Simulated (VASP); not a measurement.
# BeTe (I-4m2) in VASP: single point with HSE06

Aim: the single point of BeTe with HSE06.

All numbers are computed with VASP 6.6.1; they aren't measurements. Logs are shortened: lines on timing, memory, paths and dates and some standing lists are left out, and cuts for length are marked.

**1. The cell of the first run**

Symmetry: I-4m2, No. 119, tetragonal system. Conventional cell: a = 4.000 Å, b = 4.000 Å, c = 5.770 Å, α = 90.00°, β = 90.00°, γ = 90.00°. Be (site symmetry -4m2) has 4 Te at 2.47 Å within 3.3 Å. Te (site symmetry -4m2) has 4 Be at 2.47 Å within 3.3 Å.

**2. Single point, HSE06 (uniaxial z strain +2.0%)**

POSCAR reads:

```
BeTe
1.0
    0.0000000000      2.8286236224      2.8851960948
    2.8286236224      0.0000000000      2.8851960948
    2.8286236224      2.8286236224      0.0000000000
Be Te
1 1
Direct
    0.0000000000      0.0000000000      0.0000000000
    0.2500000000      0.2500000000      0.2500000000
```

INCAR.step1 reads:

```
PREC = Accurate
ENCUT = 520
EDIFF = 1E-5
ISMEAR = 0
SIGMA = 0.01
LREAL = False
LASPH = True
NELM = 100
ALGO = Normal
ISIF = 2
LWAVE = True
LCHARG = False
NBANDS = 11
GGA = PE
```

INCAR.step2 reads:

```
PREC = Accurate
ENCUT = 520
EDIFF = 1E-6
ISMEAR = 0
SIGMA = 0.01
LREAL = False
LASPH = True
NELM = 100
ALGO = Normal
ISIF = 2
LWAVE = False
LCHARG = False
GGA = PE
LHFCALC = True
HFSCREEN = 0.2079
PRECFOCK = Normal
NBANDS = 11
ISTART = 1
```

KPOINTS reads:

```
Automatic mesh
0
Gamma
  6 6 6
```

Potentials or basis: VASP PAW PBE potentials, release 64 (Be, Te).

Command:

```
cat potpaw_PBE.64/Be/POTCAR potpaw_PBE.64/Te/POTCAR > POTCAR
cp INCAR.step1 INCAR
mpirun -np 1 vasp_std > vasp.out
cp INCAR.step2 INCAR
mpirun -np 1 vasp_std > vasp.out
```

OUTCAR:

```text
PREC = Accurate
   ENCUT = 520
   EDIFF = 1E-6
   ISMEAR = 0
   LREAL = False
   LASPH = True
   NELM = 100
   ISIF = 2
   GGA = PE
   LHFCALC = True
   HFSCREEN = 0.2079
   PRECFOCK = Normal
   ISTART = 1

 ion  position               nearest neighbor table
   1  0.000  0.000  0.000-   2 2.47   2 2.47   2 2.47   2 2.47
   2  0.250  0.250  0.250-   1 2.47   1 2.47   1 2.47   1 2.47

  LATTYP: Found a body centered tetragonal cell.
 ALAT       =     4.0002778896
 C/A-ratio  =     1.4424978336

  Lattice vectors:

 A1 = (  -2.8286236224,   0.0000000000,   2.8851960948)
 A2 = (   2.8286236224,   0.0000000000,   2.8851960948)
 A3 = (   0.0000000000,   2.8286236224,  -2.8851960948)

Analysis of symmetry for initial positions (statically):
=====================================================================
 Subroutine PRICEL returns:
 Original cell was already a primitive cell.

 Routine SETGRP: Setting up the symmetry group for a
 body centered tetragonal supercell.

 Subroutine GETGRP returns: Found  8 space group operations
 (whereof  8 operations were pure point group operations)
 out of a pool of 16 trial point group operations.

The static configuration has the point symmetry D_2d.

Analysis of symmetry for dynamics (positions and initial velocities):
=====================================================================
 Subroutine PRICEL returns:
 Original cell was already a primitive cell.

 Routine SETGRP: Setting up the symmetry group for a
 body centered tetragonal supercell.

 Subroutine GETGRP returns: Found  8 space group operations
 (whereof  8 operations were pure point group operations)
 out of a pool of 16 trial point group operations.

The dynamic configuration has the point symmetry D_2d.

 Subroutine INISYM returns: Found  8 space group operations
 (whereof  8 operations are pure point group operations),
 and found     1 'primitive' translations

----------------------------------------------------------------------------------------

                                     Primitive cell

  volume of cell :      46.1696

  direct lattice vectors                    reciprocal lattice vectors
     0.000000000  2.828623622  2.885196095    -0.176764415  0.176764415  0.173298446
     2.828623622  0.000000000  2.885196095     0.176764415 -0.176764415  0.173298446
     2.828623622  2.828623622  0.000000000     0.176764415  0.176764415 -0.173298446

[... 99 lines left out ...]
   EFERMI_NEDOS =   21; number of points for ismear=-14 and -15
   IALGO  =     38    algorithm
   IMIX   =      1    mixing-type and parameters
     AMIX     =   0.40;   BMIX     =  1.00
     AMIX_MAG =   1.60;   BMIX_MAG =  1.00
  volume/ion in A,a.u.               =      23.08       155.78
  Fermi-wavevector in a.u.,A,eV,Ry     =   0.912682  1.724719 11.333502  0.832989
  Thomas-Fermi vector in A             =   2.037106
   LORBIT       =      0    0 simple, 1 ext, 2 COOP (PROOUT), +10 PAW based schemes
   GGA     = PE    functional components
   LHFCALC =     T    Hartree Fock is set to
   PRECFOCK=normal    Normal, Fast or Accurate (Low or Medium for compatibility)
   ENCUT4O =  -1.0   cutoff for four orbital integrals eV
   NKREDX  =     1    reduce k-point grid by
   NKREDY  =     1    reduce k-point grid by
   NKREDZ  =     1    reduce k-point grid by
   AEXX    =    0.2500 exact exchange contribution
   HFSCREEN=    0.2079 screening length (either q_TF or 0.3 A-1)
   HFSCREENC=   0.2079 screening length for correlation (either q_TF or 0.3 A-1)
   ENCUTFOCK=  -1.0 apply spherical cutoff to Coloumb kernel
   IVDW    =     0    specifies the selected vdW correction
   LEPSILON=     F    determine dielectric tensor
   LRPA    =     F    only Hartree local field effects (RPA)
 non-spin polarized calculation
 Gauss-broadening in eV      SIGMA  =   0.01
  energy-cutoff  :      520.00
  volume of cell :       46.17
 maximum number of plane-waves:      1271
  NGX = 24; NGY = 24; NGZ = 24

 number of electron       8.0000001 magnetization

 Free energy of the ion-electron system (eV)
  ---------------------------------------------------
  ext. energy  EPLUGINS =         0.00000000
  ---------------------------------------------------
  free energy    TOTEN  =        -8.73996657 eV

  energy without entropy =       -8.73996657  energy(sigma->0) =       -8.73996657

 E-fermi :   4.3736     XC(G=0):  -7.4617

 val. band max:        4.2877597089   @ k =   0.0000   0.0000   0.0000
 cond. band min:       6.9293185297   @ k =   0.5000   0.0000   0.5000
 fundamental gap:      2.6415588208
 Fermi energy:         4.3736326472

 k-point     1 :       0.0000    0.0000    0.0000
  band No.  band energies     occupation
      1      -8.9657      2.00000
      2       4.1752      2.00000
      3       4.2878      2.00000
      4       4.2878      2.00000
      5       8.5922      0.00000
      6       8.7391      0.00000
      7       8.7391      0.00000
      8       8.7780      0.00000
      9      13.5541      0.00000
     10      15.2545      0.00000
     11      15.6648      0.00000
[... 309 lines left out ...]
 k-point    24 :       0.5000    0.0000    0.3333
  band No.  band energies     occupation
      1      -7.1556      2.00000
      2      -0.8196      2.00000
      3       0.9504      2.00000
      4       1.7712      2.00000
      5       7.5096      0.00000
      6       9.0405      0.00000
      7      13.1114      0.00000
      8      13.5056      0.00000
      9      16.1262      0.00000
     10      17.4138      0.00000
     11      17.8794      0.00000

 [... further k-points ...]

------------------------ aborting loop because EDIFF is reached ----------------------------------------

  FORCE on cell =-STRESS in cart. coord.  units (eV):
  Direction    XX          YY          ZZ          XY          YZ          ZX
  --------------------------------------------------------------------------------------
  -------------------------------------------------------------------------------------
  Total       -0.4640246     -0.4640246     -0.8385704      0.0000000      0.0000000      0.0000000
  in kB      -16.1025987    -16.1025987    -29.1000990      0.0000000      0.0000000      0.0000000
  external PRESSURE =     -20.4350988 kB  Pullay stress =       0.0000000 kB

 VOLUME and BASIS-vectors are now :
 -----------------------------------------------------------------------------
  energy-cutoff  :      520.00
  volume of cell :       46.17
      direct lattice vectors                 reciprocal lattice vectors
     0.000000000  2.828623622  2.885196095    -0.176764415  0.176764415  0.173298446
     2.828623622  0.000000000  2.885196095     0.176764415 -0.176764415  0.173298446
     2.828623622  2.828623622  0.000000000     0.176764415  0.176764415 -0.173298446

 POSITION                                       TOTAL-FORCE (eV/Angst)
 -----------------------------------------------------------------------------------
      0.00000      0.00000      0.00000        -0.000000     -0.000000      0.000000
      1.41431      1.41431      1.44260         0.000000      0.000000     -0.000000
 -----------------------------------------------------------------------------------
    total drift:                                0.000000      0.000000     -0.000000

  FREE ENERGIE OF THE ION-ELECTRON SYSTEM (eV)
  ---------------------------------------------------
  free  energy   TOTEN  =        -8.7399665703 eV

  energy  without entropy=       -8.7399665703  energy(sigma->0) =       -8.73996657
```

OUTCAR.step1:

```text
PREC = Accurate
   ENCUT = 520
   EDIFF = 1E-5
   ISMEAR = 0
   LREAL = False
[... 559 lines left out ...]
      0.00000      0.00000      0.00000         0.000000      0.000000      0.000000
      1.41431      1.41431      1.44260        -0.000000     -0.000000      0.000000
 -----------------------------------------------------------------------------------
    total drift:                                0.000000      0.000000      0.000000

  FREE ENERGIE OF THE ION-ELECTRON SYSTEM (eV)
  ---------------------------------------------------
  free  energy   TOTEN  =        -7.6152468805 eV

  energy  without entropy=       -7.6152468805  energy(sigma->0) =       -7.61524688
```

Run time: 55 min. Hardware: 1 thread of AMD EPYC 7R43 (Zen 3), shared host; peak memory 0.26 GiB.

What came out:

| Quantity | Value |
| --- | --- |
| Free energy | -8.7400 eV |
| Pressure | -2.0 GPa |
| Band gap on the k mesh | 2.64 eV (least direct gap 4.30 eV) |

Stress tensor (GPa, compression positive):
```
-1.61  0.00  0.00
 0.00 -1.61  0.00
 0.00  0.00 -2.91
```

Caveat: the cell differs from its parent crystal (uniaxial z strain +2.0%); the PAW data sets were made with another functional, which shifts forces and pressure a little; spin-orbit coupling is left out, which moves the levels of the heavy elements. A k mesh can miss the band edges.
